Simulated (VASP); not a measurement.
Crystal: Ir.

```
Ir
1.0
     2.73291    0.00000    0.00000
    -1.36646    2.36677    0.00000
     0.00000    0.00000    4.43234
Ir
2
Direct
  0.33333 0.66667 0.25000
  0.66667 0.33333 0.75000
```

This cell differs from its parent crystal: volume scaled by 0.98.

Base run:

| Item | Value |
| --- | --- |
| Program | VASP 6.6.1 |
| Functional | PBE |
| Potentials or basis | VASP PAW PBE potentials, release 64 (Ir) |
| Cutoff | 520 eV |
| k mesh | 11 × 11 × 6 |
| Occupations | fermi-dirac, width 0.05 eV |
| Spin | no spin polarisation |

Its results: band gap on the k mesh zero (band 9 reaches 11.24 eV, above the bottom of band 10 at 8.06 eV); pressure 6.4 GPa.

After a change of settings the same cell gave: band gap on the k mesh zero (band 9 reaches 11.09 eV, above the bottom of band 10 at 7.89 eV); pressure -4.7 GPa. Which change was it?
A. functional from PBE to LDA; potentials or basis from VASP PAW PBE potentials, release 64 (Ir) to VASP PAW LDA potentials, release 64 (Ir)
B. functional from PBE to r2SCAN; further incar settings from ALGO = Fast; EDIFF = 1e-06; NBANDS = 16 to ALGO = Normal; EDIFF = 1e-06; NBANDS = 16
C. functional from PBE to PBEsol

C.

PBEsol binds more tightly than PBE, so the same cell stands under less pressure.

Caveats: spin-orbit coupling is left out, which moves the levels of the heavy elements; the PAW data sets were made with another functional, which shifts forces and pressure a little (some runs).
